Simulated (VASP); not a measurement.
# TiW2 (P-3m1) in VASP: further runs, part 2 of 2

VASP 6.6.1.

### 4 Relaxation of cell and atoms, PBE

This run uses another cell than the first one, of 16.31 Å³/atom.

The input, INCAR:

```
  PREC = Accurate
  ENCUT = 600
  EDIFF = 1E-6
  ISMEAR = 0
  SIGMA = 0.1
  LREAL = F
  LASPH = T
  NELM = 80
  ALGO = Normal
  ISIF = 3
  LWAVE = F
  LCHARG = F
  GGA = PE
  IBRION = 2
  NSW = 90
  EDIFFG = -0.04
```

The input, KPOINTS:

```
Automatic mesh
0
Gamma
  6 6 6
```

The input, POSCAR:

```
TiW2
1.0
    4.5184152200      0.0000000000      0.0000000000
   -2.2592076100      3.9130623600      0.0000000000
    0.0000000000      0.0000000000      2.7669529300
Ti W
1 2
Direct
    0.0000000000      0.0000000000      0.0000000000
    0.3333333300      0.6666666700      0.3333333300
    0.6666666700      0.3333333300      0.6666666700
```

Potentials or basis: VASP PAW PBE potentials, release 64 (Ti_sv, W_sv).

Started as:

```
cat potpaw_PBE.64/Ti_sv/POTCAR potpaw_PBE.64/W_sv/POTCAR > POTCAR
mpirun -np 1 vasp_std > vasp.out
```

OUTCAR:

```text
PREC = Accurate
   ENCUT = 600
   EDIFF = 1E-6
   ISMEAR = 0
   LREAL = F
   LASPH = T
   NELM = 80
   ISIF = 3
   GGA = PE
   IBRION = 2
   NSW = 90
   EDIFFG = -0.04

 ion  position               nearest neighbor table
   1  0.000  0.000  0.000-   2 2.77   3 2.77   2 2.77   3 2.77   3 2.77   2 2.77   3 3.20   2 3.20
                             2 3.20   3 3.20   3 3.20   2 3.20
   2  0.333  0.667  0.333-   1 2.77   3 2.77   3 2.77   1 2.77   1 2.77   3 2.77   3 3.20   3 3.20
                             1 3.20   1 3.20   1 3.20   3 3.20
   3  0.667  0.333  0.667-   1 2.77   2 2.77   2 2.77   1 2.77   1 2.77   2 2.77   2 3.20   2 3.20
                             1 3.20   1 3.20   1 3.20   2 3.20

  LATTYP: Found a hexagonal cell.
 ALAT       =     4.5184152200
 C/A-ratio  =     0.6123724349

  Lattice vectors:

 A1 = (   4.5184152200,   0.0000000000,   0.0000000000)
 A2 = (  -2.2592076100,   3.9130623600,   0.0000000000)
 A3 = (   0.0000000000,   0.0000000000,   2.7669529300)

Analysis of symmetry for initial positions (statically):
=====================================================================
 Subroutine PRICEL returns:
 Original cell was already a primitive cell.

 Routine SETGRP: Setting up the symmetry group for a
 hexagonal supercell.
[... 173 lines left out ...]

  FORCE on cell =-STRESS in cart. coord.  units (eV):
  Direction    XX          YY          ZZ          XY          YZ          ZX
  --------------------------------------------------------------------------------------
  -------------------------------------------------------------------------------------
  Total       -0.9520379     -0.9520379     -0.7834604      0.0000000      0.0000000      0.0000000
  in kB      -31.1788545    -31.1788544    -25.6580081      0.0000000      0.0000000      0.0000000
  external PRESSURE =     -29.3385723 kB  Pullay stress =       0.0000000 kB
[... 61 lines left out ...]
--------------------------------------- Ionic step        3  -------------------------------------------

 number of electron      40.0000003 magnetization

 E-fermi :  10.0306     XC(G=0): -13.0609

 val. band max:       10.0301555380   @ k =   0.1667   0.0000   0.1667
 cond. band min:      10.0355208065   @ k =   0.1667   0.0000   0.1667
 fundamental gap:      0.0053652686
 Fermi energy:        10.0305645530

 k-point     1 :       0.0000    0.0000    0.0000
  band No.  band energies     occupation
      1     -63.3396      2.00000
      2     -63.2368      2.00000
      3     -46.2312      2.00000
      4     -27.8311      2.00000
      5     -27.8311      2.00000
      6     -27.2544      2.00000
[... 786 lines left out ...]
--------------------------------------- Ionic step        7  -------------------------------------------

 number of electron      40.0000002 magnetization

 Free energy of the ion-electron system (eV)
  ---------------------------------------------------
  ext. energy  EPLUGINS =         0.00000000
  ---------------------------------------------------
  free energy    TOTEN  =       -34.00902108 eV

  energy without entropy =      -33.99585282  energy(sigma->0) =      -34.00243695

 E-fermi :   9.8814     XC(G=0): -12.9845

 val. band max:        9.8531812469   @ k =   0.1667   0.0000   0.1667
 cond. band min:       9.8883229405   @ k =   0.0000   0.1667   0.1667
 fundamental gap:      0.0351416936
 Fermi energy:         9.8813649301

 k-point     1 :       0.0000    0.0000    0.0000
  band No.  band energies     occupation
      1     -63.5264      2.00000
      2     -63.4215      2.00000
      3     -46.4778      2.00000
      4     -28.0119      2.00000
      5     -28.0119      2.00000
      6     -27.4206      2.00000
[... 669 lines left out ...]
  FREE ENERGIE OF THE ION-ELECTRON SYSTEM (eV)
  ---------------------------------------------------
  free  energy   TOTEN  =       -34.0090210832 eV

  energy  without entropy=      -33.9958528184  energy(sigma->0) =      -34.00243695

 reached required accuracy - stopping structural energy minimisation
```

CONTCAR:

```text
TiW2
   1.00000000000000
     4.4918551512825564    0.0000000000000000    0.0000000000000000
    -2.2459275756412782    3.8900606658607626    0.0000000000000000
    -0.0000000000000000    0.0000000000000000    2.7732298440811425
  Ti              W
     1     2
Direct
     0.0000000000000000    0.0000000000000000    0.0000000000000000
     0.3333333300000021    0.6666666699999979    0.3519965727169561
     0.6666666699999979    0.3333333300000021    0.6480034272830441

  0.00000000E+00  0.00000000E+00  0.00000000E+00
  0.00000000E+00  0.00000000E+00  0.00000000E+00
  0.00000000E+00  0.00000000E+00  0.00000000E+00
```

Wall time 3.3 min (1 thread of Intel Xeon Platinum 8259CL at 2.50GHz (Skylake/Cascade Lake), shared host); peak memory 0.21 GiB.

What came out:

```
Free energy                           : -34.0090 eV
Relaxed volume                        : 16.15 Å³/atom
Relaxed cell                          : a = 4.492 Å, b = 4.492 Å, c = 2.773 Å, α = 90.00°, β = 90.00°, γ = 120.00°
Space group after relaxing (to 0.1 Å) : P-3m1 (No. 164)
Energy gained by relaxing             : 16.2 meV/atom
Ionic steps                           : 7
Pressure after relaxing               : -0.2 GPa
Largest force after relaxing          : 0.003 eV/Å
Band gap on the k mesh                : zero (bands 20 and 21 overlap by 1.06 eV)
```

Forces on the atoms (eV/Å):
```
Ti   0.000  0.000  0.000
W    0.000  0.000  0.003
W    0.000  0.000 -0.003
```

The path:
| step | energy change (eV) | largest force (eV/Å) | pressure (GPa) | volume (Å³) |
| --- | --- | --- | --- | --- |
| 1 | 0.0000 | 0.7847 | -2.93 | 48.92 |
| 2 | -0.0061 | 0.1544 | 8.14 | 46.84 |
| 3 | -0.0268 | 0.4729 | 2.72 | 47.79 |
| 4 | -0.0474 | 0.1371 | -0.17 | 48.48 |
| 5 | -0.0483 | 0.0281 | 0.29 | 48.37 |
| 6 | -0.0484 | 0.0243 | -0.50 | 48.52 |
| 7 | -0.0485 | 0.0031 | -0.18 | 48.46 |

Final structure:
```
CELL_PARAMETERS angstrom
4.49186 0.00000 0.00000
-2.24593 3.89006 0.00000
0.00000 0.00000 2.77323
ATOMIC_POSITIONS crystal
Ti 0.00000 0.00000 0.00000
W 0.33333 0.66667 0.35200
W 0.66667 0.33333 0.64800
```

Levels at points of the mesh, in eV from the Fermi level:
| k point | band 16 | band 17 | band 18 | band 19 | band 20 | band 21 | band 22 | band 23 | band 24 |
| --- | --- | --- | --- | --- | --- | --- | --- | --- | --- |
| (0.00, 0.00, 0.00) | -1.84 | -1.84 | -1.19 | -1.19 | 0.24 | 0.24 | 0.47 | 2.87 | 2.87 |
| (0.50, 0.00, 0.00) | -2.12 | -1.78 | -1.71 | -0.53 | -0.08 | 1.42 | 1.93 | 2.27 | 2.81 |
| (0.00, 0.00, 0.50) | -2.30 | -2.30 | -2.24 | -1.40 | -1.40 | 3.28 | 3.28 | 3.41 | 3.41 |
| (0.50, 0.00, 0.50) | -2.22 | -2.10 | -1.60 | -1.34 | 0.06 | 1.32 | 2.30 | 2.59 | 2.88 |

Caveat: the k points lie up to 0.38 Å⁻¹ apart in the final cell, too coarse for converged energies and pressures of a metal; spin-orbit coupling is left out, which moves the levels of the heavy elements.

### 5 Single point, PBE, collinear spin

The input, INCAR:

```
SYSTEM = TiW2
  ALGO = Normal
  EDIFF = 1E-6
  ENCUT = 520
  GGA = PE
  ISIF = 2
  ISMEAR = 0
  ISPIN = 2
  LASPH = .True.
  LCHARG = .False.
  LMAXMIX = 4
  LORBIT = 11
  LREAL = .False.
  LWAVE = .False.
  MAGMOM = 1 0 0
  NBANDS = 31
  NELM = 150
  PREC = Accurate
  SIGMA = 0.1
```

The input, KPOINTS:

```
k-points
0
Gamma
  6 6 6
  0 0 0
```

The input, POSCAR:

```
TiW2
1.0
    4.4873307611      0.0000000000      0.0000000000
   -2.2436653806      3.8861424343      0.0000000000
    0.0000000000      0.0000000000      2.7730956068
Ti W
1 2
Direct
    0.0000000000      0.0000000000      0.0000000000
    0.3333333333      0.6666666667      0.3526871292
    0.6666666667      0.3333333333      0.6473128708
```

Started as:

```
cat potpaw_PBE.64/Ti_sv/POTCAR potpaw_PBE.64/W_sv/POTCAR > POTCAR
mpirun -np 1 vasp_std > vasp.out
```

It took 89 s on 1 thread of Intel Xeon Platinum 8259CL at 2.50GHz (Skylake/Cascade Lake), shared host; peak memory 0.25 GiB.

It converged, with:

```
Free energy                                           : -34.0086 eV
Pressure                                              : 0.3 GPa
Largest force                                         : 0.034 eV/Å
Band gap on the k mesh                                : zero (filled and empty bands overlap)
Net moment                                            : 0.00 μB per cell
Valence electrons inside the program's atomic spheres : Ti 10.34; W 12.06
```

Forces in eV/Å, atoms in the order of the input:
```
Ti   0.000  0.000  0.000
W    0.000  0.000 -0.034
W    0.000  0.000  0.034
```

Stress tensor (GPa, compression positive):
```
0.23 0.00 0.00
0.00 0.23 0.00
0.00 0.00 0.44
```

Levels at points of the mesh, in eV from the Fermi level:
Spin up:
| k point | band 16 | band 17 | band 18 | band 19 | band 20 | band 21 | band 22 | band 23 | band 24 | band 25 |
| --- | --- | --- | --- | --- | --- | --- | --- | --- | --- | --- |
| (0.00, 0.00, 0.00) | -1.85 | -1.85 | -1.19 | -1.19 | 0.24 | 0.24 | 0.48 | 2.88 | 2.88 | 3.23 |
| (0.50, 0.00, 0.00) | -2.13 | -1.78 | -1.72 | -0.53 | -0.08 | 1.43 | 1.91 | 2.27 | 2.81 | 3.16 |
| (0.00, 0.00, 0.50) | -2.30 | -2.30 | -2.24 | -1.41 | -1.41 | 3.29 | 3.29 | 3.42 | 3.42 | 4.67 |
| (0.50, 0.00, 0.50) | -2.23 | -2.11 | -1.60 | -1.35 | 0.06 | 1.32 | 2.29 | 2.61 | 2.89 | 3.61 |
Spin down:
```csv
k point,band 17,band 18,band 19,band 20,band 21,band 22,band 23,band 24
"(0.00, 0.00, 0.00)",-1.85,-1.19,-1.19,0.24,0.24,0.48,2.88,2.88
"(0.50, 0.00, 0.00)",-1.78,-1.72,-0.53,-0.07,1.43,1.91,2.27,2.81
"(0.00, 0.00, 0.50)",-2.30,-2.24,-1.41,-1.41,3.29,3.29,3.42,3.42
"(0.50, 0.00, 0.50)",-2.10,-1.60,-1.35,0.06,1.32,2.30,2.61,2.89
```

Caveat: the k points lie up to 0.38 Å⁻¹ apart, too coarse for converged energies and pressures of a metal; spin-orbit coupling is left out, which moves the levels of the heavy elements.

### 6 Overview

```tsv
task	spin	cell	cutoff (eV)	gap on the mesh (eV)	pressure (GPa)	largest force (eV/Å)
single point	off	a = 4.487, b = 4.487, c = 2.773 Å, angles 90.0, 90.0, 120.0°, 3 atoms, atomic positions A	520	none	0.3	0.03
single point	off	a = 4.518, b = 4.518, c = 2.767 Å, angles 90.0, 90.0, 120.0°, 3 atoms, atomic positions B	520	none	-3.0	0.78
relaxation of cell and atoms	off	relaxed from a = 4.518, b = 4.518, c = 2.767 Å, angles 90.0, 90.0, 120.0°, 3 atoms, atomic positions B	600	none	-0.2	-
single point	collinear	a = 4.487, b = 4.487, c = 2.773 Å, angles 90.0, 90.0, 120.0°, 3 atoms, atomic positions A	520	none	0.3	0.03
```

Alike in all rows: level PBE; potentials or basis VASP PAW PBE potentials, release 64 (Ti_sv, W_sv); k mesh 6 × 6 × 6; smearing gaussian 0.1 eV.

Caveats: all runs use coarse meshes; spin-orbit coupling is left out, which moves the levels of the heavy elements.

Total energies depend on the potentials used, so only differences within one code and one set of settings carry meaning.
